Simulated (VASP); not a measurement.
# Cl in VASP: further runs

Cl is run at these levels: PBE+D3(BJ); tasks: single point, relaxation of the atoms, molecular dynamics.

Program: VASP 6.6.1. These are calculated values, not measurements. Logs are shortened: lines on timing, memory, paths and dates and some standing lists are left out, and cuts for length are marked.

### Step 1. The cell of the first run

The cell holds a disordered packing, 16 atoms: a = 8.707 Å, b = 8.707 Å, c = 8.707 Å, α = 90.00°, β = 90.00°, γ = 90.00°.

### Step 2. Single point, PBE+D3(BJ)

Contents of INCAR:

```
SYSTEM = Cl
PREC = Accurate ; ENCUT = 400
EDIFF = 1E-6 ; ISMEAR = -1
SIGMA = 0.02 ; LREAL = .FALSE.
LASPH = .TRUE. ; NELM = 120
ALGO = Normal ; ISIF = 2
LWAVE = .FALSE. ; LCHARG = .FALSE.
GGA = PE ; IVDW = 12
NBANDS = 70 ; GGA_COMPAT = .FALSE.
```

Contents of KPOINTS:

```
Automatic mesh
0
G
  1 1 1
  0 0 0
```

Contents of POSCAR:

```
Cl
1.0
    8.7065880000      0.0000000000      0.0000000000
    0.0000000000      8.7065880000      0.0000000000
    0.0000000000      0.0000000000      8.7065880000
Cl
16
Direct
    0.3861788338     -0.0824433176      0.4659115603
    0.4050840582      0.1644042419      0.4137556526
    0.8222164641      0.7270126943      0.9368652795
    0.8812866763      0.6997689566      0.7117024488
    0.0566697310      0.5341013035      0.3839391504
   -0.0211219366      0.6228501911      0.1766248730
    0.0560265399      0.2206719785      0.6064717889
    0.0265431188      0.2161811263      0.8459571074
    0.3741649427      0.5667087957      0.7822811875
    0.4366004226      0.5476542591      0.9990940194
   -0.0162290900      0.0442997877      0.3286936283
   -0.0777686965      0.0948362321      0.1152805209
    0.6752358099      0.1877888330      0.8312441108
    0.4483616314      0.1341627742      0.7997851742
    0.4112403160      0.5006553658      0.3876834416
    0.6387691711      0.5013904414      0.4316960904
```

Potentials or basis: VASP PAW PBE potentials, release 64 (Cl).

Launch:

```
> cat potpaw_PBE.64/Cl/POTCAR > POTCAR
> mpirun -np 1 vasp_gam > vasp.out
```

OUTCAR:

```text
SYSTEM = Cl
   PREC = Accurate
   ENCUT = 400
   EDIFF = 1E-6
   ISMEAR = -1
   LREAL = .FALSE.
   LASPH = .TRUE.
   NELM = 120
   ISIF = 2
   GGA = PE
   IVDW = 12
 IVDW          = 12

 ion  position               nearest neighbor table
   1  0.386  0.918  0.466-   2 2.20
   2  0.405  0.164  0.414-   1 2.20
   3  0.822  0.727  0.937-   4 2.04   6 2.65
   4  0.881  0.700  0.712-   3 2.04
   5  0.057  0.534  0.384-   6 2.08
   6  0.979  0.623  0.177-   5 2.08   3 2.65
   7  0.056  0.221  0.606-   8 2.10
   8  0.027  0.216  0.846-   7 2.10
   9  0.374  0.567  0.782-  10 1.97
  10  0.437  0.548  0.999-   9 1.97
  11  0.984  0.044  0.329-  12 1.98
  12  0.922  0.095  0.115-  11 1.98
  13  0.675  0.188  0.831-  14 2.05
  14  0.448  0.134  0.800-  13 2.05
  15  0.411  0.501  0.388-  16 2.02
  16  0.639  0.501  0.432-  15 2.02

  LATTYP: Found a simple cubic cell.
 ALAT       =     8.7065880000

  Lattice vectors:

 A1 = (   8.7065880000,   0.0000000000,   0.0000000000)
 A2 = (   0.0000000000,   8.7065880000,   0.0000000000)
 A3 = (   0.0000000000,   0.0000000000,   8.7065880000)

Analysis of symmetry for initial positions (statically):
=====================================================================
 Subroutine PRICEL returns:
 Original cell was already a primitive cell.

 Routine SETGRP: Setting up the symmetry group for a
 simple cubic supercell.

 Subroutine GETGRP returns: Found  1 space group operations
 (whereof  1 operations were pure point group operations)
 out of a pool of 48 trial point group operations.

The static configuration has the point symmetry C_1 .

Analysis of symmetry for dynamics (positions and initial velocities):
=====================================================================
 Subroutine PRICEL returns:
 Original cell was already a primitive cell.

 Routine SETGRP: Setting up the symmetry group for a
 simple cubic supercell.

 Subroutine GETGRP returns: Found  1 space group operations
 (whereof  1 operations were pure point group operations)
 out of a pool of 48 trial point group operations.

The dynamic configuration has the point symmetry C_1 .

 Subroutine INISYM returns: Found  1 space group operations
 (whereof  1 operations are pure point group operations),
 and found     1 'primitive' translations

----------------------------------------------------------------------------------------

                                     Primitive cell

  volume of cell :     660.0001

  direct lattice vectors                    reciprocal lattice vectors
     8.706588000  0.000000000  0.000000000     0.114855555  0.000000000  0.000000000
     0.000000000  8.706588000  0.000000000     0.000000000  0.114855555  0.000000000
     0.000000000  0.000000000  8.706588000     0.000000000  0.000000000  0.114855555

  length of vectors
     8.706588000  8.706588000  8.706588000     0.114855555  0.114855555  0.114855555

  position of ions in fractional coordinates (direct lattice)
     0.386178834  0.917556682  0.465911560
     0.405084058  0.164404242  0.413755653
     0.822216464  0.727012694  0.936865279
     0.881286676  0.699768957  0.711702449
     0.056669731  0.534101304  0.383939150
     0.978878063  0.622850191  0.176624873
[... 8 lines left out ...]
     0.411240316  0.500655366  0.387683442
     0.638769171  0.501390441  0.431696090

  ion indices of the primitive-cell ions
   primitive index   ion index
                 1           1
                 2           2
                 3           3
                 4           4
                 5           5
                 6           6
[... 8 lines left out ...]
                15          15
                16          16

----------------------------------------------------------------------------------------

 KPOINTS: Automatic mesh

Automatic generation of k-mesh.
 Grid dimensions read from file:
 generate k-points for:    1    1    1

 Generating k-lattice:

  Cartesian coordinates                     Fractional coordinates (reciprocal lattice)
     0.114855555  0.000000000  0.000000000     1.000000000  0.000000000  0.000000000
     0.000000000  0.114855555  0.000000000     0.000000000  1.000000000  0.000000000
     0.000000000  0.000000000  0.114855555     0.000000000  0.000000000  1.000000000

  Length of vectors
     0.114855555  0.114855555  0.114855555

  Shift w.r.t. Gamma in fractional coordinates (k-lattice)
     0.000000000  0.000000000  0.000000000

 Subroutine IBZKPT returns following result:
 ===========================================

 Found      1 irreducible k-points:

 Following reciprocal coordinates:
            Coordinates               Weight
  0.000000  0.000000  0.000000      1.000000
   k-points           NKPTS =      1   k-points in BZ     NKDIM =      1   number of bands    NBANDS=     70
   number of dos      NEDOS =    301   number of ions     NIONS =     16
   total plane-waves  NPLWV = 216000
   dimension x,y,z NGX =    60 NGY =   60 NGZ =   60
   dimension x,y,z NGXF=   120 NGYF=  120 NGZF=  120
   ions per type =              16
   NGX,Y,Z   is equivalent  to a cutoff of  11.46, 11.46, 11.46 a.u.
   NGXF,Y,Z  is equivalent  to a cutoff of  22.91, 22.91, 22.91 a.u.
 SYSTEM =  Cl
   PREC   = accura    normal or accurate (medium, high low for compatibility)
   ISTART =      0    job   : 0-new  1-cont  2-samecut
   ICHARG =      2    charge: 1-file 2-atom 10-const
   ISPIN  =      1    spin polarized calculation?
   LNONCOLLINEAR =      F non collinear calculations
   LSORBIT =      F    spin-orbit coupling
   LASPH  =      T    aspherical Exc in radial PAW
   ENCUT  =  400.0 eV  29.40 Ry    5.42 a.u.  14.20 14.20 14.20*2*pi/ulx,y,z
   NELM   =    120;   NELMIN=  2; NELMDL= -5     # of ELM steps
   EDIFF  = 0.1E-05   stopping-criterion for ELM
   LREAL  =      F    real-space projection
   EDIFFG = 0.1E-04   stopping-criterion for IOM
   NSW    =      0    number of steps for IOM
   IBRION =     -1    ionic relax: 0-MD 1-quasi-New 2-CG
   NFREE  =      0    steps in history (QN), initial steepest desc. (CG)
   ISIF   =      2    stress and relaxation
   ISYM   =      2    0-nonsym 1-usesym 2-fastsym
   POTIM  = 0.5000    time-step for ionic-motion
   TEBEG  =    0.0;   TEEND  =   0.0 temperature during run
   PSTRESS=    0.0 pullay stress
   NELECT =     112.0000    total number of electrons
   NUPDOWN=      -1.0000    fix difference up-down
   EMIN   =  10.00;   EMAX   =-10.00  energy-range for DOS
   EFERMI =   0.00;   METHOD = LEGACY
   ISMEAR =    -1;   SIGMA  =   0.02  broadening in eV -4-tet -1-fermi 0-gaus
   EFERMI_NEDOS =   21; number of points for ismear=-14 and -15
   IALGO  =     38    algorithm
   IMIX   =      4    mixing-type and parameters
     AMIX     =   0.40;   BMIX     =  1.00
     AMIX_MAG =   1.60;   BMIX_MAG =  1.00
  volume/ion in A,a.u.               =      41.25       278.37
  Fermi-wavevector in a.u.,A,eV,Ry     =   0.906357  1.712767 11.176966  0.821484
  Thomas-Fermi vector in A             =   2.030036
   LORBIT       =      0    0 simple, 1 ext, 2 COOP (PROOUT), +10 PAW based schemes
   GGA     = PE    functional components
   LHFCALC =     F    Hartree Fock is set to
   AEXX    =    0.0000 exact exchange contribution
   IVDW    =    12    specifies the selected vdW correction
   LEPSILON=     F    determine dielectric tensor
   LRPA    =     F    only Hartree local field effects (RPA)
 non-spin polarized calculation
  energy-cutoff  :      400.00
  volume of cell :      660.00
 maximum number of plane-waves:      5991
 NGX is ok and might be reduce to    60
   NGX = 29   NGY = 29   NGZ = 29

 number of electron     112.0000000 magnetization

 Free energy of the ion-electron system (eV)
  ---------------------------------------------------
  ext. energy  EPLUGINS =         0.00000000
  ---------------------------------------------------
  free energy    TOTEN  =       -29.22299136 eV

  energy without entropy =      -29.22299136  energy(sigma->0) =      -29.22299136

 E-fermi :  -1.9014     XC(G=0):  -6.1714

 val. band max:       -2.4508191395   @ k =   0.0000   0.0000   0.0000
 cond. band min:      -0.8403216868   @ k =   0.0000   0.0000   0.0000
 fundamental gap:      1.6104974527
 Fermi energy:        -1.9013930079

 k-point     1 :       0.0000    0.0000    0.0000
  band No.  band energies     occupation
      1     -19.4196      2.00000
      2     -19.3719      2.00000
      3     -19.2246      2.00000
      4     -19.0126      2.00000
      5     -18.7763      2.00000
      6     -18.5134      2.00000
[... 60 lines left out ...]
     67       5.0512      0.00000
     68       5.2754      0.00000
 [bands above 68 left out]

------------------------ aborting loop because EDIFF is reached ----------------------------------------

 Edisp (eV)   -1.56176

 E8    (eV) :    -0.5057

  FORCE on cell =-STRESS in cart. coord.  units (eV):
  Direction    XX          YY          ZZ          XY          YZ          ZX
  --------------------------------------------------------------------------------------
  -------------------------------------------------------------------------------------
  Total      -4.04388    -6.47686    -2.55327     0.10358     0.28630     1.11410
  in kB      -9.81669   -15.72285    -6.19818     0.25144     0.69500     2.70451
  external pressure =      -10.58 kB  Pullay stress =        0.00 kB

 VOLUME and BASIS-vectors are now :
 -----------------------------------------------------------------------------
  energy-cutoff  :      400.00
  volume of cell :      660.00
      direct lattice vectors                 reciprocal lattice vectors
     8.706588000  0.000000000  0.000000000     0.114855555  0.000000000  0.000000000
     0.000000000  8.706588000  0.000000000     0.000000000  0.114855555  0.000000000
     0.000000000  0.000000000  8.706588000     0.000000000  0.000000000  0.114855555

 POSITION                                       TOTAL-FORCE (eV/Angst)
 -----------------------------------------------------------------------------------
      3.36230      7.98879      4.05650         0.186822      1.567858     -0.584692
      3.52690      1.43140      3.60240        -0.233208     -1.665241      0.210565
      7.15870      6.32980      8.15690         0.045341      0.041956     -0.673251
      7.67300      6.09260      6.19650        -0.048026     -0.005834      0.570062
      0.49340      4.65020      3.34280        -0.296284      0.142618     -0.156476
      8.52269      5.42290      1.53780         0.292889     -0.264280      0.181787
[... 8 lines left out ...]
      3.58050      4.35900      3.37540        -0.138893      0.152843      0.141955
      5.56150      4.36540      3.75860         0.271166      0.030198     -0.017844
 -----------------------------------------------------------------------------------
    total drift:                                0.000408     -0.000434      0.001082

  FREE ENERGIE OF THE ION-ELECTRON SYSTEM (eV)
  ---------------------------------------------------
  free  energy   TOTEN  =       -30.7847553296 eV

  energy  without entropy=      -30.7847553296  energy(sigma->0) =      -30.78475533
```

Wall time 1.7 min (1 thread of Intel Xeon 8259CL, shared host); peak memory 0.45 GiB.

What came out:

| Quantity | Value |
| --- | --- |
| Free energy | -30.7848 eV |
| Pressure | -1.1 GPa |
| Largest force | 1.695 eV/Å |
| Dispersion energy per atom | -0.098 eV |

Forces on the atoms (eV/Å):
```
Cl   0.187  1.568 -0.585
Cl  -0.233 -1.665  0.211
Cl   0.045  0.042 -0.673
Cl  -0.048 -0.006  0.570
Cl  -0.296  0.143 -0.156
Cl   0.293 -0.264  0.182
Cl  -0.150 -0.029  0.786
Cl   0.333  0.176 -0.792
Cl  -0.134  0.016 -0.673
Cl   0.059 -0.094  0.672
Cl   0.016  0.054  0.420
Cl  -0.226 -0.206 -0.327
Cl  -0.479 -0.141 -0.154
Cl   0.500  0.224  0.395
Cl  -0.139  0.153  0.142
Cl   0.271  0.030 -0.018
```

Levels at points of the mesh, in eV from the Fermi level:
```tsv
k point	band 53	band 54	band 55	band 56	band 57	band 58	band 59	band 60
(0.00, 0.00, 0.00)	-0.68	-0.64	-0.59	-0.55	1.06	1.31	1.42	1.84
```

Caveat: the k points lie up to 0.72 Å⁻¹ apart.

### Step 3. Single point, PBE+D3(BJ)

INCAR is that of step 2.

KPOINTS is that of step 2.

Contents of POSCAR:

```
Cl
1.0
    8.7065880000      0.0000000000      0.0000000000
    0.0000000000      8.7065880000      0.0000000000
    0.0000000000      0.0000000000      8.7065880000
Cl
16
Direct
    0.3928404560     -0.0651230999      0.3699497438
    0.4161676193      0.1537341608      0.3745899082
    0.8099498908      0.7937322864      0.9170756673
    0.9168689273      0.7144245254      0.7220394487
   -0.0202260633      0.5264174669      0.3733954105
   -0.0500081088      0.6272376734      0.1689065797
    0.0351687711      0.2062576063      0.6481069278
    0.0408541210      0.2876672239      0.8698930052
    0.3677445171      0.5893697968      0.7817987942
    0.4464780003      0.5438525402      0.9893887250
   -0.0017343189      0.0182505477      0.3869368804
   -0.0579561132      0.0655825221      0.1708131819
    0.5954111990      0.2069237685      0.7923769908
    0.3723846816      0.1282362276      0.8267762297
    0.4234494615      0.5206287469      0.4146055837
    0.6516444789      0.4712523436      0.4290658981
```

Potentials or basis: VASP PAW PBE potentials, release 64 (Cl).

Launch:

```
> cat potpaw_PBE.64/Cl/POTCAR > POTCAR
> mpirun -np 1 vasp_gam > vasp.out
```

It took 99 s on 1 thread of Intel Xeon 8259CL, shared host; peak memory 0.48 GiB.

It converged, with:

| Property | Result |
| --- | --- |
| Free energy | -30.7239 eV |
| Pressure | -0.4 GPa |
| Largest force | 2.113 eV/Å |
| Dispersion energy per atom | -0.096 eV |

Forces in eV/Å, atoms in the order of the input:
```
Cl  -0.043 -2.112 -0.018
Cl   0.084  1.964  0.049
Cl   0.525 -0.299 -0.817
Cl  -0.476  0.328  0.561
Cl   0.438 -0.312  0.300
Cl  -0.216  0.129 -0.017
Cl  -0.128  0.266  0.340
Cl  -0.245 -0.227 -0.365
Cl  -0.051  0.049 -0.517
Cl   0.050 -0.053  0.672
Cl  -0.111 -0.164  0.259
Cl   0.056  0.230 -0.197
Cl  -1.031 -0.493  0.158
Cl   1.361  0.428 -0.140
Cl  -0.095 -0.100 -0.199
Cl  -0.116  0.367 -0.069
```

Stress tensor (GPa, compression positive):
```
-1.00 -0.06  0.42
-0.06  0.31 -0.25
 0.42 -0.25 -0.59
```

Levels at points of the mesh, in eV from the Fermi level:
| k point | band 53 | band 54 | band 55 | band 56 | band 57 | band 58 | band 59 | band 60 |
| --- | --- | --- | --- | --- | --- | --- | --- | --- |
| (0.00, 0.00, 0.00) | -0.74 | -0.65 | -0.57 | -0.53 | 1.18 | 1.47 | 1.73 | 1.84 |

Caveat: the k points lie up to 0.72 Å⁻¹ apart.

(Part 1 of 2 ends here.)
